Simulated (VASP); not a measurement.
Crystal: Fe.

```
Fe
1.0
    -1.44300    1.44300    1.44300
     1.44300   -1.44300    1.44300
     1.44300    1.44300   -1.44300
Fe
1
Direct
  0.00000 0.00000 0.00000
```

Base run:

| Property | Result |
| --- | --- |
| Program | VASP 6.6.1 |
| Functional | PBEsol |
| Potentials or basis | VASP PAW PBE potentials, release 64 (Fe) |
| Cutoff | 520 eV |
| k mesh | 13 × 13 × 13 |
| Occupations | fermi-dirac, width 0.05 eV |
| Spin | collinear spin, ferromagnetic start |
| Starting moments | [3.0] μB |

Its results: net moment 2.29 μB per cell; site moments Fe +2.29 μB.

**Question.** The run is repeated on the same cell with these changes: functional from PBEsol to HF; k mesh from 13 × 13 × 13 to 7 × 7 × 7. What comes out?

**Answer.** Net moment 3.07 μB per cell; site moments Fe +3.21 μB.

Several settings changed at once.

Caveats: some runs use coarse meshes.
